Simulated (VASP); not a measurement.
Input of a VASP 6.6.1 run:

INCAR

```
ALGO = Normal ; EDIFF = 1E-7
EDIFFG = -0.04 ; ENCUT = 600
GGA = PE ; IBRION = 2
ISIF = 3 ; ISMEAR = 0
LASPH = True ; LCHARG = False
LREAL = False ; LWAVE = False
NELM = 60 ; NSW = 90
PREC = Accurate ; SIGMA = 0.1
```

File KPOINTS:

```
k-points
0
Gamma
  4 4 4
```

Contents of POSCAR:

```
Na6Hf
1.0
    0.0000000000      4.2096819000      4.2096819000
    4.2096819000      0.0000000000      4.2096819000
    4.2096819000      4.2096819000      0.0000000000
Na Hf
6 1
Direct
    0.5000000000      0.5000000000      0.0000000000
    0.5000000000      0.0000000000      0.5000000000
    0.0000000000      0.0000000000      0.5000000000
    0.0000000000      0.5000000000      0.0000000000
    0.0000000000      0.5000000000      0.5000000000
    0.5000000000      0.0000000000      0.0000000000
    0.0000000000      0.0000000000      0.0000000000
```

Potentials or basis: VASP PAW PBE potentials, release 64 (Na_pv, Hf_pv).

The run is started by

```sh
$ cat potpaw_PBE.64/Na_pv/POTCAR potpaw_PBE.64/Hf_pv/POTCAR > POTCAR
$ mpirun -np 1 vasp_std > vasp.out
```

What does it give for the relaxed volume?

35.66 Å³/atom.

Estimate the relaxed cell.

a = 7.068 Å, b = 7.068 Å, c = 7.068 Å, α = 60.00°, β = 60.00°, γ = 60.00°.

What does it give for the space group after relaxing (to 0.05 Å)?

Fm-3m (No. 225).

Estimate the band gap on the k mesh.

zero (band 26 reaches 0.63 eV, above the bottom of band 27 at 0.12 eV).

Final structure:
```yaml
crystal:
  lattice:
    - [0.00000, 4.99770, 4.99770]
    - [4.99770, 0.00000, 4.99770]
    - [4.99770, 4.99770, 0.00000]
  atoms:
    - { symbol: Na, position: [0.50000, 0.50000, 0.00000] }
    - { symbol: Na, position: [0.50000, 0.00000, 0.50000] }
    - { symbol: Na, position: [0.00000, 0.00000, 0.50000] }
    - { symbol: Na, position: [0.00000, 0.50000, 0.00000] }
    - { symbol: Na, position: [0.00000, 0.50000, 0.50000] }
    - { symbol: Na, position: [0.50000, 0.00000, 0.00000] }
    - { symbol: Hf, position: [0.00000, 0.00000, 0.00000] }
```

Caveat: the volume moved by over 15 % at a fixed basis, so the end points are rough; spin-orbit coupling is left out, which moves the levels of the heavy elements.
